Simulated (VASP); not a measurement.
**InP: single point with PBE**

The system is InP.

```xyz
2
Lattice="3.0138 0.0000 0.0000 -1.5069 2.6101 0.0000 0.0000 0.0000 5.3787" Properties=species:S:1:pos:R:3 pbc="T T T"
In    0.0000    0.0000    0.0000
P     0.0000    0.0000    2.6893
```

* Program: VASP 6.6.1
* Task: single point
* Functional: PBE
* Potentials or basis: VASP PAW PBE potentials, release 64 (In_d, P)
* Cutoff: 500 eV
* k mesh: 6 × 6 × 5
* Occupations: gaussian, width 0.2 eV
* Spin: no spin polarisation
* Dipole correction: no
* Further INCAR settings: ALGO = Normal; EDIFF = 1e-06; NBANDS = 16

| Item | Value |
| --- | --- |
| Pressure | -0.4 GPa |
| Band gap on the k mesh | zero (band 9 reaches 11.58 eV, above the bottom of band 10 at 6.15 eV) |

Stress tensor (GPa, compression positive):
```
-0.33  0.00  0.00
 0.00 -0.33  0.00
 0.00  0.00 -0.43
```

Levels at points of the mesh, in eV from the Fermi level:
| k point | band 5 | band 6 | band 7 | band 8 | band 9 | band 10 | band 11 | band 12 | band 13 | band 14 |
| --- | --- | --- | --- | --- | --- | --- | --- | --- | --- | --- |
| (0.00, 0.00, 0.00) | -14.31 | -12.24 | -6.98 | -5.11 | 4.24 | 4.24 | 6.84 | 9.88 | 11.49 | 11.49 |
| (0.50, 0.00, 0.00) | -14.13 | -8.66 | -4.89 | -2.09 | -1.21 | -1.15 | 1.96 | 4.09 | 6.96 | 8.58 |

It took 4.8 s on 1 thread of Intel(R) Xeon(R) Platinum 8481C CPU @ 2.70GHz (Sapphire Rapids), with other jobs on the host, peak memory 0.16 GiB.

Caveat: the k points lie up to 0.40 Å⁻¹ apart; spin-orbit coupling is left out, which moves the levels of the heavy elements.
